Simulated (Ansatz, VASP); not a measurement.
## One calculation of Nb2Te6Mo, two programs

```
Nb Te Mo
1.0
     3.63102    0.00000    0.00000
    -1.81551    3.14456    0.00000
     0.00000    0.00000   22.70562
Nb Te Mo
2 6 1
Direct
  0.00000 0.00000 0.83704
  0.00000 0.00000 0.16296
  0.66667 0.33333 0.08101
  0.66667 0.33333 0.42067
  0.66667 0.33333 0.75456
  0.33333 0.66667 0.91899
  0.33333 0.66667 0.24544
  0.33333 0.66667 0.57933
  0.00000 0.00000 0.50000
```

Alike in both runs: functional PBE; k mesh 12 × 12 × 2; occupations gaussian, width 0.1 eV; no spin polarisation.

Ansatz relaxed the structure, and its values are those at the end. VASP's run is a single point on that final structure, the one shown.

```csv
,VASP,Ansatz
version,VASP 6.6.1,Ansatz 0.2.0
potentials or method,"VASP PAW PBE potentials, release 64 (Nb_sv, Te, Mo_sv), cutoff 520 eV","scalar-relativistic, plane waves, PAW"
valence electrons in the cell,76,136
```

Ansatz gave:

| Property | Result |
| --- | --- |
| gap on the k mesh at the Fermi level (eV) | none |
| pressure (GPa) | 0.0 |
| rms of the force components (eV/Å) | 0.001 |

Problem. Estimate VASP's values.

Solution. gap on the k mesh at the Fermi level (eV): none; pressure (GPa): -0.1; rms of the force components (eV/Å): 0.004.

A gap of «none» marks a metal or a gap that the smearing closes. VASP's potentials hold 76 valence electrons a cell and Ansatz's 136, so a difference there can come from the potentials and not from the codes.

Neither program's run includes spin-orbit coupling.
